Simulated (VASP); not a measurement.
Write the native input for VASP 6.6.1 that does the following.

```yaml
Task: single point
Functional: r2SCAN
Dispersion: rVV10
Potentials_or_basis: VASP PAW PBE potentials, release 64 (Pb_d, S)
Cutoff: 520 eV
k_mesh: 8 × 8 × 8
Occupations: fermi-dirac, width 0.05 eV
Spin: no spin polarisation
Dipole_correction: no
Further_INCAR_settings: ALGO = Normal; EDIFF = 1e-06; NBANDS = 17
```

The system is PbS (Galena).

```xyz
2
Lattice="0.0000 2.9854 2.9854 2.9854 0.0000 2.9854 2.9854 2.9854 0.0000" Properties=species:S:1:pos:R:3 pbc="T T T"
Pb    0.0000    0.0000    0.0000
S     2.9854    2.9854    2.9854
```

The input as run:

POSCAR

```
PbS
1.0
    0.0000000000      2.9853913009      2.9853913009
    2.9853913009      0.0000000000      2.9853913009
    2.9853913009      2.9853913009      0.0000000000
Pb S
1 1
Direct
    0.0000000000      0.0000000000      0.0000000000
    0.5000000000      0.5000000000      0.5000000000
```

INCAR.step1

```
SYSTEM = PbS
PREC = Accurate
ENCUT = 520
ISMEAR = -1
SIGMA = 0.05
LREAL = .False.
LASPH = .True.
NELM = 100
NBANDS = 17
GGA = PE
ALGO = Normal
EDIFF = 1E-4
LWAVE = .True.
LCHARG = .False.
```

INCAR.step2

```
SYSTEM = PbS
PREC = Accurate
ENCUT = 520
EDIFF = 1E-6
ISMEAR = -1
SIGMA = 0.05
LREAL = .False.
LASPH = .True.
NELM = 100
ALGO = Normal
ISIF = 2
LWAVE = .False.
LCHARG = .False.
METAGGA = R2SCAN
LMIXTAU = .True.
LUSE_VDW = .True.
IVDW_NL = 2
BPARAM = 11.95
CPARAM = 0.0093
NBANDS = 17
ISTART = 1
```

KPOINTS

```
Automatic mesh
0
Gamma
  8 8 8
  0 0 0
```

Potentials or basis: VASP PAW PBE potentials, release 64 (Pb_d, S).

Run with:

```bash
$ cat potpaw_PBE.64/Pb_d/POTCAR potpaw_PBE.64/S/POTCAR > POTCAR
$ cp INCAR.step1 INCAR
$ mpirun -np 1 vasp_std > vasp.out
$ cp INCAR.step2 INCAR
$ mpirun -np 1 vasp_std > vasp.out
```

It gave:

The pressure is -0.8 GPa and the band gap on the k mesh is 0.65 eV, direct.

Caveat: the PAW data sets were made with another functional, which shifts forces and pressure a little; spin-orbit coupling is left out, which moves the levels of the heavy elements.

Run time: 59 s on 1 thread of Intel(R) Xeon(R) 6975P-C (Granite Rapids), with other jobs on the host, peak memory 0.32 GiB.
